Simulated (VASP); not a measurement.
# TiO2 (P4_2/mnm) in VASP: further runs, part 2 of 3

VASP 6.6.1. Earlier steps stand in the parts before.

### 3 Single point, PBE (epitaxial xy strain -3.0%)

INCAR reads:

```
  ALGO = Normal
  EDIFF = 1E-7
  ENCUT = 520
  GGA = PE
  ISIF = 2
  ISMEAR = -1
  LASPH = T
  LCHARG = T
  LELF = T
  LREAL = F
  LVHAR = T
  LWAVE = F
  NBANDS = 33
  NELM = 60
  PREC = Accurate
  SIGMA = 0.02
```

KPOINTS reads:

```
k-points
0
Gamma
  6 6 8
```

POSCAR reads:

```
TiO2
1.0
    4.4589478892      0.0000000000      0.0000000000
    0.0000000000      4.4589478892      0.0000000000
    0.0000000000      0.0000000000      3.0188349943
Ti O
2 4
Direct
    0.0000000000      0.0000000000      0.0000000000
    0.5000000000      0.5000000000      0.5000000000
    0.3040754729      0.3040754729      0.0000000000
    0.1959245271      0.8040754729      0.5000000000
    0.8040754729      0.1959245271      0.5000000000
    0.6959245271      0.6959245271      0.0000000000
```

Potentials or basis: VASP PAW PBE potentials, release 64 (Ti_sv, O).

Launch:

```
$ cat potpaw_PBE.64/Ti_sv/POTCAR potpaw_PBE.64/O/POTCAR > POTCAR
$ mpirun -np 1 vasp_std > vasp.out
```

OUTCAR:

```text
EDIFF = 1E-7
   ENCUT = 520
   GGA = PE
   ISIF = 2
   ISMEAR = -1
   LASPH = T
   LREAL = F
   NELM = 60
   PREC = Accurate

 ion  position               nearest neighbor table
   1  0.000  0.000  0.000-   3 1.92   6 1.92   5 1.95   4 1.95   4 1.95   5 1.95
   2  0.500  0.500  0.500-   4 1.92   5 1.92   3 1.95   6 1.95   3 1.95   6 1.95
   3  0.304  0.304  0.000-   1 1.92   2 1.95   2 1.95
   4  0.196  0.804  0.500-   2 1.92   1 1.95   1 1.95
   5  0.804  0.196  0.500-   2 1.92   1 1.95   1 1.95
   6  0.696  0.696  0.000-   1 1.92   2 1.95   2 1.95

  LATTYP: Found a simple tetragonal cell.
 ALAT       =     4.4589478892
 C/A-ratio  =     0.6770285434

  Lattice vectors:

 A1 = (   4.4589478892,   0.0000000000,   0.0000000000)
 A2 = (   0.0000000000,   4.4589478892,   0.0000000000)
 A3 = (   0.0000000000,   0.0000000000,   3.0188349943)

Analysis of symmetry for initial positions (statically):
=====================================================================
 Subroutine PRICEL returns:
 Original cell was already a primitive cell.

 Routine SETGRP: Setting up the symmetry group for a
 simple tetragonal supercell.

 Subroutine GETGRP returns: Found 16 space group operations
 (whereof  8 operations were pure point group operations)
 out of a pool of 16 trial point group operations.

The static configuration has the point symmetry D_2h.
 The point group associated with its full space group is D_4h.

Analysis of symmetry for dynamics (positions and initial velocities):
=====================================================================
 Subroutine PRICEL returns:
 Original cell was already a primitive cell.

 Routine SETGRP: Setting up the symmetry group for a
 simple tetragonal supercell.

 Subroutine GETGRP returns: Found 16 space group operations
 (whereof  8 operations were pure point group operations)
 out of a pool of 16 trial point group operations.

The dynamic configuration has the point symmetry D_2h.
 The point group associated with its full space group is D_4h.

 Subroutine INISYM returns: Found 16 space group operations
 (whereof  8 operations are pure point group operations),
 and found     1 'primitive' translations

----------------------------------------------------------------------------------------

                                     Primitive cell

  volume of cell :      60.0211

  direct lattice vectors                    reciprocal lattice vectors
     4.458947889  0.000000000  0.000000000     0.224268151  0.000000000  0.000000000
     0.000000000  4.458947889  0.000000000     0.000000000  0.224268151  0.000000000
     0.000000000  0.000000000  3.018834994     0.000000000  0.000000000  0.331253613

  length of vectors
     4.458947889  4.458947889  3.018834994     0.224268151  0.224268151  0.331253613

  position of ions in fractional coordinates (direct lattice)
     0.000000000  0.000000000  0.000000000
     0.500000000  0.500000000  0.500000000
     0.304075473  0.304075473  0.000000000
     0.195924527  0.804075473  0.500000000
     0.804075473  0.195924527  0.500000000
     0.695924527  0.695924527  0.000000000

  ion indices of the primitive-cell ions
   primitive index   ion index
                 1           1
[... 25 lines left out ...]
     0.000000000  0.000000000  0.000000000

 Subroutine IBZKPT returns following result:
 ===========================================

 Found     50 irreducible k-points:

 Following reciprocal coordinates:
            Coordinates               Weight
  0.000000  0.000000  0.000000      1.000000
  0.166667  0.000000  0.000000      4.000000
  0.333333  0.000000  0.000000      4.000000
  0.500000  0.000000  0.000000      2.000000
  0.166667  0.166667  0.000000      4.000000
  0.333333  0.166667  0.000000      8.000000
[... 16 lines left out ...]
  0.333333  0.000000  0.250000      8.000000
  0.500000  0.000000  0.250000      4.000000
 [... further k-points ...]
   k-points           NKPTS =     50   k-points in BZ     NKDIM =     50   number of bands    NBANDS=     33
   number of dos      NEDOS =    301   number of ions     NIONS =      6
   total plane-waves  NPLWV =  31104
   dimension x,y,z NGX =    36 NGY =   36 NGZ =   24
   dimension x,y,z NGXF=    72 NGYF=   72 NGZF=   48
   ions per type =               2   4
   NGX,Y,Z   is equivalent  to a cutoff of  13.42, 13.42, 13.22 a.u.
   NGXF,Y,Z  is equivalent  to a cutoff of  26.84, 26.84, 26.43 a.u.
 SYSTEM =  unknown system
   PREC   = accura    normal or accurate (medium, high low for compatibility)
   ISTART =      0    job   : 0-new  1-cont  2-samecut
   ICHARG =      2    charge: 1-file 2-atom 10-const
   ISPIN  =      1    spin polarized calculation?
   LNONCOLLINEAR =      F non collinear calculations
   LSORBIT =      F    spin-orbit coupling
   LASPH  =      T    aspherical Exc in radial PAW
   ENCUT  =  520.0 eV  38.22 Ry    6.18 a.u.   8.29  8.29  5.61*2*pi/ulx,y,z
   NELM   =     60;   NELMIN=  2; NELMDL= -5     # of ELM steps
   EDIFF  = 0.1E-06   stopping-criterion for ELM
   LREAL  =      F    real-space projection
   EDIFFG = 0.1E-05   stopping-criterion for IOM
   NSW    =      0    number of steps for IOM
   IBRION =     -1    ionic relax: 0-MD 1-quasi-New 2-CG
   NFREE  =      0    steps in history (QN), initial steepest desc. (CG)
   ISIF   =      2    stress and relaxation
   ISYM   =      2    0-nonsym 1-usesym 2-fastsym
   POTIM  = 0.5000    time-step for ionic-motion
   TEBEG  =    0.0;   TEEND  =   0.0 temperature during run
   PSTRESS=    0.0 pullay stress
   NELECT =      48.0000    total number of electrons
   NUPDOWN=      -1.0000    fix difference up-down
   EMIN   =  10.00;   EMAX   =-10.00  energy-range for DOS
   EFERMI =   0.00;   METHOD = LEGACY
   ISMEAR =    -1;   SIGMA  =   0.02  broadening in eV -4-tet -1-fermi 0-gaus
   EFERMI_NEDOS =   21; number of points for ismear=-14 and -15
   IALGO  =     38    algorithm
   IMIX   =      4    mixing-type and parameters
     AMIX     =   0.40;   BMIX     =  1.00
     AMIX_MAG =   1.60;   BMIX_MAG =  1.00
  volume/ion in A,a.u.               =      10.00        67.51
  Fermi-wavevector in a.u.,A,eV,Ry     =   1.519569  2.871570 31.417090  2.309091
  Thomas-Fermi vector in A             =   2.628537
   LORBIT       =      0    0 simple, 1 ext, 2 COOP (PROOUT), +10 PAW based schemes
   GGA     = PE    functional components
   LHFCALC =     F    Hartree Fock is set to
   AEXX    =    0.0000 exact exchange contribution
   IVDW    =     0    specifies the selected vdW correction
   LEPSILON=     F    determine dielectric tensor
   LRPA    =     F    only Hartree local field effects (RPA)
 non-spin polarized calculation
  energy-cutoff  :      520.00
  volume of cell :       60.02
 maximum number of plane-waves:      1635
 NGX is ok and might be reduce to    36
   NGX = 17   NGY = 17   NGZ = 11

 number of electron      47.9999984 magnetization

 Free energy of the ion-electron system (eV)
  ---------------------------------------------------
  ext. energy  EPLUGINS =         0.00000000
  ---------------------------------------------------
  free energy    TOTEN  =       -53.41566439 eV

  energy without entropy =      -53.41566439  energy(sigma->0) =      -53.41566439

 E-fermi :   5.7929     XC(G=0): -11.6429

 val. band max:        5.3944830052   @ k =   0.0000   0.0000   0.0000
 cond. band min:       7.2820848767   @ k =   0.0000   0.0000   0.0000
 fundamental gap:      1.8876018715
 Fermi energy:         5.7928892218

 k-point     1 :       0.0000    0.0000    0.0000
  band No.  band energies     occupation
      1     -51.5333      2.00000
      2     -51.5101      2.00000
      3     -27.8808      2.00000
      4     -27.8808      2.00000
      5     -27.6864      2.00000
      6     -27.6864      2.00000
[... 853 lines left out ...]
     32      10.6446      0.00000
     33      12.2656      0.00000

 [... further k-points ...]
[... 5 lines left out ...]
  --------------------------------------------------------------------------------------
  -------------------------------------------------------------------------------------
  Total        6.8779927      6.8779927      2.3827415      0.0000000      0.0000000      0.0000000
  in kB      183.5980738    183.5980738     63.6038406      0.0000000      0.0000000      0.0000000
  external PRESSURE =     143.5999960 kB  Pullay stress =       0.0000000 kB

 VOLUME and BASIS-vectors are now :
 -----------------------------------------------------------------------------
  energy-cutoff  :      520.00
  volume of cell :       60.02
      direct lattice vectors                 reciprocal lattice vectors
     4.458947889  0.000000000  0.000000000     0.224268151  0.000000000  0.000000000
     0.000000000  4.458947889  0.000000000     0.000000000  0.224268151  0.000000000
     0.000000000  0.000000000  3.018834994     0.000000000  0.000000000  0.331253613

 POSITION                                       TOTAL-FORCE (eV/Angst)
 -----------------------------------------------------------------------------------
      0.00000      0.00000      0.00000        -0.000000      0.000000      0.000000
      2.22947      2.22947      1.50942        -0.000000      0.000000      0.000000
      1.35586      1.35586      0.00000        -0.027240     -0.027240      0.000000
      0.87362      3.58533      1.50942         0.027240     -0.027240      0.000000
      3.58533      0.87362      1.50942        -0.027240      0.027240      0.000000
      3.10309      3.10309      0.00000         0.027240      0.027240      0.000000
 -----------------------------------------------------------------------------------
    total drift:                                0.000000      0.000000      0.000000

  FREE ENERGIE OF THE ION-ELECTRON SYSTEM (eV)
  ---------------------------------------------------
  free  energy   TOTEN  =       -53.4156643915 eV

  energy  without entropy=      -53.4156643915  energy(sigma->0) =      -53.41566439
```

OSZICAR:

```text
N       E                     dE             d eps       ncg     rms          rms(c)
DAV:   1     0.657997108630E+03    0.65800E+03   -0.24305E+04  3300   0.173E+03
DAV:   2     0.273934389840E+02   -0.63060E+03   -0.58131E+03  3543   0.514E+02
DAV:   3    -0.658473326529E+02   -0.93241E+02   -0.91280E+02  4496   0.192E+02
DAV:   4    -0.706673577140E+02   -0.48200E+01   -0.48084E+01  4790   0.410E+01
DAV:   5    -0.708552987713E+02   -0.18794E+00   -0.18792E+00  4382   0.665E+00    0.326E+01
DAV:   6    -0.535453716561E+02    0.17310E+02   -0.73180E+01  4366   0.901E+01    0.105E+01
DAV:   7    -0.536069703009E+02   -0.61599E-01   -0.11993E+01  4193   0.307E+01    0.939E+00
DAV:   8    -0.534688386871E+02    0.13813E+00   -0.41471E-01  4051   0.569E+00    0.676E+00
DAV:   9    -0.535059033489E+02   -0.37065E-01   -0.86680E-01  4185   0.109E+01    0.283E+00
DAV:  10    -0.534254236164E+02    0.80480E-01   -0.37025E-01  4117   0.664E+00    0.958E-01
DAV:  11    -0.534164494493E+02    0.89742E-02   -0.26101E-02  4387   0.116E+00    0.358E-01
DAV:  12    -0.534157930904E+02    0.65636E-03   -0.39690E-03  4168   0.442E-01    0.839E-02
DAV:  13    -0.534156605168E+02    0.13257E-03   -0.48285E-04  4399   0.249E-01    0.150E-02
DAV:  14    -0.534156647823E+02   -0.42655E-05   -0.32739E-05  4511   0.478E-02    0.111E-02
DAV:  15    -0.534156640915E+02    0.69085E-06   -0.34911E-06  4220   0.223E-02    0.219E-03
DAV:  16    -0.534156644136E+02   -0.32215E-06   -0.43573E-07  3435   0.433E-03    0.709E-04
DAV:  17    -0.534156643915E+02    0.22079E-07   -0.41643E-08  2103   0.268E-03
   1 F= -.53415664E+02 E0= -.53415664E+02  d E =-.657993E-11
```

stdout:

```text
POSCAR found type information on POSCAR TiO
 POSCAR found :  2 types and       6 ions
 scaLAPACK will be used
 LDA part: xc-table for (Slater+PW92), standard interpolation
 POSCAR, INCAR and KPOINTS ok, starting setup
 FFT: planning ... GRIDC
 FFT: planning ... GRID_SOFT
 FFT: planning ... GRID
 WAVECAR not read
 entering main loop
```

Run time: 79 s. Hardware: 1 thread of AMD EPYC 7R13 (Zen 3), shared host; peak memory 0.19 GiB.

Results:

- Free energy: -53.4157 eV
- Pressure: 14.4 GPa
- Largest force: 0.039 eV/Å
- Band gap on the k mesh: 1.89 eV, direct

Forces on the atoms (eV/Å):
```
Ti   0.000  0.000  0.000
Ti   0.000  0.000  0.000
O   -0.027 -0.027  0.000
O    0.027 -0.027  0.000
O   -0.027  0.027  0.000
O    0.027  0.027  0.000
```

Caveat: the cell differs from its parent crystal (epitaxial xy strain -3.0%). A k mesh can miss the band edges.

### 4 Single point, PBE (epitaxial xy strain -1.0%)

INCAR reads:

```
SYSTEM = TiO2
ALGO     = Normal         ! electronic algorithm
EDIFF    = 1E-7           ! SCF threshold, eV
ENCUT    = 520            ! plane-wave cutoff, eV
GGA      = PE             ! functional
ISIF     = 2              ! what is computed and relaxed
ISMEAR   = -1             ! smearing method
LASPH    = .True.         ! aspherical terms in the spheres
LCHARG   = .False.        ! write CHGCAR
LREAL    = .False.        ! projectors in reciprocal space
LWAVE    = .False.        ! write WAVECAR
NBANDS   = 33             ! bands
NELM     = 100            ! most SCF steps
PREC     = Accurate       ! precision mode
SIGMA    = 0.02           ! smearing width, eV
```

KPOINTS reads:

```
k-points
0
Gamma
  6 6 8
  0 0 0
```

POSCAR reads:

```
TiO2
1.0
    4.5508849591      0.0000000000      0.0000000000
    0.0000000000      4.5508849591      0.0000000000
    0.0000000000      0.0000000000      2.9734753986
Ti O
2 4
Direct
    0.0000000000      0.0000000000      0.0000000000
    0.5000000000      0.5000000000      0.5000000000
    0.3042491323      0.3042491323      0.0000000000
    0.1957508677      0.8042491323      0.5000000000
    0.8042491323      0.1957508677      0.5000000000
    0.6957508677      0.6957508677      0.0000000000
```

Launch:

```
$ cat potpaw_PBE.64/Ti_sv/POTCAR potpaw_PBE.64/O/POTCAR > POTCAR
$ mpirun -np 1 vasp_std > vasp.out
```

Run time: 78 s. Hardware: 1 thread of AMD EPYC 7R13 (Zen 3), shared host; peak memory 0.19 GiB.

It converged, with:

* Free energy: -53.5991 eV
* Pressure: 8.5 GPa
* Largest force: 0.064 eV/Å
* Band gap on the k mesh: 1.85 eV, direct

Forces on the atoms (eV/Å):
```
Ti   0.000  0.000  0.000
Ti   0.000  0.000  0.000
O   -0.045 -0.045  0.000
O    0.045 -0.045  0.000
O   -0.045  0.045  0.000
O    0.045  0.045  0.000
```

Stress tensor (GPa, compression positive):
```
9.78 0.00 0.00
0.00 9.78 0.00
0.00 0.00 6.04
```

Levels at points of the mesh, in eV from the valence-band top:
```
           k point  band 22  band 23  band 24  band 25  band 26  band 27
(0.00, 0.00, 0.00)    -0.46    -0.46     0.00     1.85     2.17     2.34
(0.50, 0.00, 0.00)    -1.77    -0.77    -0.77     2.54     2.54     3.02
(0.50, 0.50, 0.00)    -1.41    -1.08    -1.08     1.90     1.90     2.47
(0.00, 0.00, 0.50)    -2.50    -1.44    -1.44     3.00     3.00     3.07
(0.50, 0.00, 0.50)    -2.08    -1.08    -1.08     1.89     1.89     3.10
(0.50, 0.50, 0.50)    -1.36    -0.68    -0.68     2.60     2.60     3.12
```

Caveat: the cell differs from its parent crystal (epitaxial xy strain -1.0%).

[end of part 2 of 3]
